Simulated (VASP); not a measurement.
## Nb2Si2O: single point with PBE

Nb2Si2O:

```
CELL_PARAMETERS angstrom
3.51650 0.00000 0.00000
-1.75825 3.04538 0.00000
0.00000 0.00000 13.40539
ATOMIC_POSITIONS crystal
Nb 0.33333 0.66667 0.07693
Nb 0.33333 0.66667 0.57693
Nb 0.66667 0.33333 0.42307
Nb 0.66667 0.33333 0.92307
Si 0.33333 0.66667 0.29293
Si 0.33333 0.66667 0.79293
Si 0.66667 0.33333 0.20707
Si 0.66667 0.33333 0.70707
O 0.00000 0.00000 0.00000
O 0.00000 0.00000 0.50000
```

```yaml
Program: VASP 6.6.1
Task: single point
Functional: PBE
Potentials_or_basis: VASP PAW PBE potentials, release 64 (Nb_sv, Si, O)
Cutoff: 520 eV
k_mesh: 6 × 6 × 2
Occupations: gaussian, width 0.2 eV
Spin: no spin polarisation
```

```json
{
 "Pressure": "-0.4 GPa",
 "Largest force": "0.082 eV/Å",
 "Band gap on the k mesh": "zero (bands 40 and 41 overlap by 0.34 eV)"
}
```

Forces in eV/Å, atoms in the order of the input:
```
Nb   0.000  0.000  0.082
Nb   0.000  0.000  0.082
Nb   0.000  0.000 -0.082
Nb   0.000  0.000 -0.082
Si   0.000  0.000 -0.007
Si   0.000  0.000 -0.007
Si   0.000  0.000  0.007
Si   0.000  0.000  0.007
O    0.000  0.000  0.000
O    0.000  0.000  0.000
```

Stress tensor (GPa, compression positive):
```
-0.47  0.00  0.00
 0.00 -0.47  0.00
 0.00  0.00 -0.22
```

Levels at points of the mesh, in eV from the Fermi level:
```csv
k point,band 37,band 38,band 39,band 40,band 41,band 42,band 43,band 44
"(0.00, 0.00, 0.00)",-1.15,-0.99,-0.99,-0.56,-0.29,-0.29,0.81,0.81
"(0.50, 0.00, 0.00)",-0.77,-0.59,-0.33,-0.16,0.39,0.64,1.07,1.34
"(0.00, 0.00, 0.50)",-1.38,-1.38,-0.97,-0.97,0.51,0.51,0.51,0.51
"(0.50, 0.00, 0.50)",-0.46,-0.46,-0.44,-0.44,0.59,0.59,0.90,0.90
```

Run time: 84 s on 1 thread of AMD EPYC 9R45 96-Core Processor (Zen 5) (shared host), peak memory 0.27 GiB.
